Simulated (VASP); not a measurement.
Input of a VASP 6.6.1 run:

INCAR

```
SYSTEM = Ge
PREC = Accurate
ENCUT = 500
EDIFF = 1E-6
ISMEAR = 0
SIGMA = 0.15
LREAL = .FALSE.
LASPH = .TRUE.
NELM = 120
ALGO = Normal
ISIF = 2
LWAVE = .FALSE.
LCHARG = .FALSE.
GGA = PS
NBANDS = 51
GGA_COMPAT = .FALSE.
```

Contents of KPOINTS:

```
Automatic mesh
0
G
  13 13 5
  0 0 0
```

The input POSCAR:

```
Ge
1.0
    2.8378806839     -2.8378806839      0.0000000000
    2.8378806839      0.0000000000     -2.8378806839
    5.6757613678      5.6757613678      5.6757613678
Ge
6
Direct
    0.6666666667      0.6666666667      0.8333333333
    1.0000000000      0.0000000000      0.5000000000
    0.3333333333      0.3333333333      0.1666666667
    0.6666666667      0.6666666667      0.0833333333
    1.0000000000      1.0000000000      0.7500000000
    0.3333333333      0.3333333333      0.4166666667
```

Potentials or basis: VASP PAW PBE potentials, release 64 (Ge_d).

The run is started by

```sh
$ cat potpaw_PBE.64/Ge_d/POTCAR > POTCAR
$ mpirun -np 1 vasp_std > vasp.out
```

Task: Predict the band gap on the k mesh.

Result: Zero (filled and empty bands touch).

Task: Predict the pressure.

Result: -0.1 GPa.

Caveat: semilocal functionals underestimate gaps, and a narrow one can read as zero; the PAW data sets were made with another functional, which shifts forces and pressure a little.

**The experiment to reproduce.**

“Electronic and optical properties of SixGe1-x-ySny alloys lattice-matched to Ge”, 2021, arxiv:2109.02782 reports, for a bulk crystal of Ge at 300 K: band gap 0.807 eV (direct).

Measured gap of Ge: 0.807 eV (direct; 300 K; “Electronic and optical properties of SixGe1-x-ySny alloys lattice-matched to Ge”, 2021, arxiv:2109.02782). This calculation gives 0.00 eV (-0.81 eV). 3 values of this kind are on record (0.666 to 0.807 eV); this one was drawn at random among those near their median. Spin-orbit coupling on Ge is left out. The value is that of PBEsol on a finite k mesh, which can miss the band edges, without temperature or zero-point motion. Semilocal functionals fall short of measured gaps as a rule.
